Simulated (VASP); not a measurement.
Here is a VASP 6.6.1 calculation.

The input INCAR:

```
SYSTEM = AlRu
ALGO = Normal
EDIFF = 1E-7
ENCUT = 520
GGA = PS
ISIF = 2
ISMEAR = -1
LASPH = .True.
LCHARG = .True.
LELF = .True.
LREAL = .False.
LVHAR = .True.
LWAVE = .False.
NBANDS = 16
NELM = 80
PREC = Accurate
SIGMA = 0.05
```

Contents of KPOINTS:

```
k-points
0
Gamma
  12 12 12
  0 0 0
```

POSCAR

```
AlRu
1.0
    3.0514320000      0.0000000000      0.0000000000
    0.0000000000      3.0514320000      0.0000000000
    0.0000000000      0.0000000000      2.9916000000
Al Ru
1 1
Direct
    0.0000000000      0.0000000000      0.0000000000
    0.5000000000      0.5000000000      0.5000000000
```

Potentials or basis: VASP PAW PBE potentials, release 64 (Al, Ru_pv).

Run with:

```console
$ cat potpaw_PBE.64/Al/POTCAR potpaw_PBE.64/Ru_pv/POTCAR > POTCAR
$ mpirun -np 1 vasp_std > vasp.out
```

(1) What does it give for the pressure?

## Answers

(1) -10.7 GPa.

Caveat: the cell differs from its parent crystal (equal xx and yy strain of +2 %); the PAW data sets were made with another functional, which shifts forces and pressure a little.
